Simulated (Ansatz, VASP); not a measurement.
## Two plane-wave programs on BaTiO3

Contents of POSCAR:

```
BaTiO3
1.0
    3.9841000000      0.0000000000      0.0000000000
    0.0000000000      2.8370500000      2.8458000000
    0.0000000000     -2.8370500000      2.8458000000
Ba Ti O
1 1 3
Direct
    0.0000000000      0.0000000000      0.0000000000
    0.5000000000      0.5079000000      0.5079000000
    0.0000000000      0.4921000000      0.4921000000
    0.5000000000      0.5025100000      0.9937100000
    0.5000000000      0.9937100000      0.5025100000
```

The input INCAR.step1:

```
PREC = Accurate ; ENCUT = 600
ISMEAR = 0 ; SIGMA = 0.02
LREAL = False ; LASPH = True
NELM = 150 ; LMAXMIX = 4
LDAU = True ; LDAUTYPE = 2
LDAUL = -1 2 -1 ; LDAUU = 0 4 0
LDAUJ = 0 0 0 ; GGA = PE
ALGO = Normal ; EDIFF = 1E-4
LWAVE = True ; LCHARG = False
```

INCAR.step2

```
PREC = Accurate ; ENCUT = 600
EDIFF = 1E-6 ; ISMEAR = 0
SIGMA = 0.02 ; LREAL = False
LASPH = True ; NELM = 150
ALGO = Normal ; ISIF = 3
LWAVE = False ; LCHARG = False
LMAXMIX = 4 ; LDAU = True
LDAUTYPE = 2 ; LDAUL = -1 2 -1
LDAUU = 0 4 0 ; LDAUJ = 0 0 0
LDAUPRINT = 1 ; METAGGA = R2SCAN
LMIXTAU = True ; IBRION = 2
NSW = 100 ; EDIFFG = -0.005
ISTART = 1
```

Contents of KPOINTS:

```
Automatic mesh
0
Gamma
  6 6 6
```

Input for Ansatz:

```yaml
crystal:
  lattice:
    - [3.9841, 0.0, 0.0]
    - [0.0, 2.83705, 2.8458]
    - [0.0, -2.83705, 2.8458]
  atoms:
    - { symbol: Ba, position: [0.0, 0.0, 0.0] }
    - { symbol: Ti, position: [0.5, 0.5079, 0.5079] }
    - { symbol: O, position: [0.0, 0.4921, 0.4921] }
    - { symbol: O, position: [0.5, 0.50251, 0.99371] }
    - { symbol: O, position: [0.5, 0.99371, 0.50251] }
basis:
  ecutwfc: 500
kpoints:
  mp_grid: { grid: [6, 6, 6] }
hamiltonian:
  xc: r2scan
  hubbard: { sites: [{ species: Ti, l: d, u_eff: 4.0 }] }
scf:
  occupations: { method: gaussian, width: 0.02 }
output:
  forces: true
  stress: true
  eigenvalues: true
relax:
  adjacent_minimum: "off"
  f_tol: 0.005
  max_steps: 80
  cell: { stress_tol: 0.05 }
```

Alike in both runs: task relaxation of cell and atoms; functional r2SCAN; k mesh 6 × 6 × 6; occupations gaussian, width 0.02 eV; no spin polarisation; Hubbard terms Ti d U = 4.0 eV.

|  | VASP | Ansatz |
| --- | --- | --- |
| version | VASP 6.6.1 | Ansatz 0.2.0 |
| potentials or method | VASP PAW PBE potentials, release 64 (Ba_sv, Ti_sv, O), cutoff 600 eV | scalar-relativistic, plane waves, PAW |
| valence electrons in the cell | 40 | 40 |

|  | VASP | Ansatz | Ansatz less VASP |
| --- | --- | --- | --- |
| gap on the k mesh at the Fermi level, each at its own relaxed structure (eV) | 2.61 | 2.82 | +0.217 |
| relaxed volume (Å³/atom) | 13.10 | 12.94 | -0.162 |
| relaxed length of the cell vector where the two differ most in proportion (Å) | 4.031 | 3.995 | -0.0363 |

VASP's potentials were made for PBE, not for r2SCAN. The programs project onto different local orbitals, so the same U acts differently, and such runs can settle in different states.

Neither program's run includes spin-orbit coupling.
